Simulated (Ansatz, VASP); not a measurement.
## NbAs: VASP beside Ansatz

```
Nb As
1.0
     4.54953    0.00000    0.00000
     0.00000    3.22842    0.00000
     0.00000    0.00000    4.54437
Nb As
2 2
Cartesian
  1.1374 1.6142 3.4120
  3.4121 1.6142 1.1324
  1.1374 0.0000 1.1423
  3.4121 0.0000 3.4020
```

Change from the starting cell: species swapped into the TiPt type (Pmma, No. 51).

Alike in both runs: functional PBE; k mesh 4 × 6 × 4; occupations gaussian, width 0.2 eV; no spin polarisation.

Ansatz relaxed the structure, and its values are those at the end. VASP's run is a single point on that final structure, the one shown.

|  | VASP | Ansatz |
| --- | --- | --- |
| version | VASP 6.6.1 | Ansatz 0.2.0 |
| potentials or method | VASP PAW PBE potentials, release 64 (Nb_sv, As), cutoff 500 eV | scalar-relativistic, plane waves, PAW |
| valence electrons in the cell | 36 | 56 |

|  | VASP | Ansatz | Ansatz less VASP |
| --- | --- | --- | --- |
| gap on the k mesh at the Fermi level (eV) | none | none | - |
| pressure (GPa) | -0.4 | -0.4 | +0.01 |
| rms of the force components (eV/Å) | 0.014 | 0.014 | 0.0000 |

A gap of «none» marks a metal or a gap that the smearing closes. The functional is the same, so the differences come from potentials, cutoffs and numerics. VASP's potentials hold 36 valence electrons a cell and Ansatz's 56, so a difference there can come from the potentials and not from the codes.
